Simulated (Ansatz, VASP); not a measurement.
Two plane-wave programs on CsPbBr3

INCAR

```
ALGO = Normal
EDIFF = 1E-6
ENCUT = 520
ISIF = 2
ISMEAR = 0
LASPH = T
LCHARG = F
LREAL = F
LWAVE = F
NBANDS = 30
NELM = 60
PREC = Accurate
SIGMA = 0.05
```

KPOINTS

```
k-points
0
Gamma
  6 6 6
```

Contents of POSCAR:

```
CsPbBr3
1.0
    5.8700000000      0.0000000000      0.0000000000
    0.0000000000      5.5178000000      0.0000000000
    0.0000000000      0.0000000000      5.8700000000
Cs Pb Br
1 1 3
Direct
    0.0000000000      0.0000000000      0.0000000000
    0.5000000000      0.5000000000      0.5000000000
    0.0000000000      0.5000000000      0.5000000000
    0.5000000000      0.0000000000      0.5000000000
    0.5000000000      0.5000000000      0.0000000000
```

Input for Ansatz:

```yaml
crystal:
  lattice:
    - [5.87, 0.0, 0.0]
    - [0.0, 5.5178, 0.0]
    - [0.0, 0.0, 5.87]
  atoms:
    - { symbol: Cs, position: [0.0, 0.0, 0.0] }
    - { symbol: Pb, position: [0.5, 0.5, 0.5] }
    - { symbol: Br, position: [0.0, 0.5, 0.5] }
    - { symbol: Br, position: [0.5, 0.0, 0.5] }
    - { symbol: Br, position: [0.5, 0.5, 0.0] }
basis:
  ecutwfc: 420
kpoints:
  mp_grid: { grid: [6, 6, 6] }
hamiltonian:
  xc: lda
scf:
  occupations: { method: gaussian, width: 0.05 }
output:
  forces: true
  stress: true
  eigenvalues: true
```

Change from the starting cell: strain -0.0600 x Voigt [0, 1, 0, 0, 0, 0], atoms carried along.

Alike in both runs: task single point; functional LDA; k mesh 6 × 6 × 6; occupations gaussian, width 0.05 eV; no spin polarisation.

|  | VASP | Ansatz |
| --- | --- | --- |
| version | VASP 6.6.1 | Ansatz 0.2.0 |
| potentials or method | VASP PAW LDA potentials, release 64 (Cs_sv, Pb_d, Br), cutoff 520 eV | scalar-relativistic, plane waves, PAW |
| valence electrons in the cell | 44 | 44 |

```csv
,VASP,Ansatz,Ansatz less VASP
gap on the k mesh at the Fermi level (eV),0.85,0.88,+0.033
least direct gap on the mesh (eV),0.85,0.88,+0.033
pressure (GPa),0.6,0.5,-0.05
"traceless stress, the component that is largest in VASP (GPa)",2.65,2.63,-0.023
```

LDA's correlation is that of Perdew and Zunger in VASP and of Perdew and Wang (1992) in Ansatz.

Spin-orbit coupling is off throughout.
